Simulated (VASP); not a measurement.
Set up this calculation in VASP 6.6.1, as the native input.

```
Task                   : relaxation of the atoms
Functional             : PBEsol
Potentials or basis    : VASP PAW PBE potentials, release 64 (Sb)
Cutoff                 : 520 eV
k mesh                 : 11 × 11 × 1
Occupations            : fermi-dirac, width 0.1 eV
Spin                   : no spin polarisation
Dipole correction      : yes
Further INCAR settings : ALGO = Normal; EDIFF = 1e-06; IBRION = 2; EDIFFG = -0.01; NSW = 60
```

The structure of Sb lies in POSCAR:

```
Sb
1.0
    3.3338465302      0.0000000000      0.0000000000
   -1.6669232651      2.8871957875      0.0000000000
    0.0000000000      0.0000000000     21.4441000000
Sb
3
Direct
    0.1666666665      0.3333333335      0.3730618543
    0.5000000005      0.9999999995      0.4999999996
    0.8333333335      0.6666666665      0.6269381457
```

These files were run (other wordings do the same):

INCAR

```
PREC     = Accurate       # precision mode
ENCUT    = 520            # plane-wave cutoff, eV
EDIFF    = 1E-6           # SCF threshold, eV
ISMEAR   = -1             # smearing method
SIGMA    = 0.1            # smearing width, eV
LREAL    = F              # projectors in reciprocal space
LASPH    = T              # aspherical terms in the spheres
NELM     = 100            # most SCF steps
ALGO     = Normal         # electronic algorithm
ISIF     = 2              # what is computed and relaxed
LWAVE    = F              # write WAVECAR
LCHARG   = F              # write CHGCAR
LDIPOL   = T            
IDIPOL   = 3            
DIPOL    = 0.5 0.5 0.500
GGA      = PS             # functional
IBRION   = 2              # ionic algorithm
NSW      = 60             # ionic steps
EDIFFG   = -0.01          # ionic threshold
```

KPOINTS

```
Automatic mesh
0
Gamma
  11 11 1
```

Potentials or basis: VASP PAW PBE potentials, release 64 (Sb).

Run with:

```console
$ cat potpaw_PBE.64/Sb/POTCAR > POTCAR
$ mpirun -np 1 vasp_std > vasp.out
```

It gave:

- Energy gained by relaxing: 3.6 meV/atom
- Ionic steps: 6
- Largest force after relaxing: 0.007 eV/Å

Caveat: the PAW data sets were made with another functional, which shifts forces and pressure a little.

Run time: 85 s on 1 thread of Intel(R) Xeon(R) 6975P-C (Granite Rapids), on a shared host, peak memory 0.35 GiB.
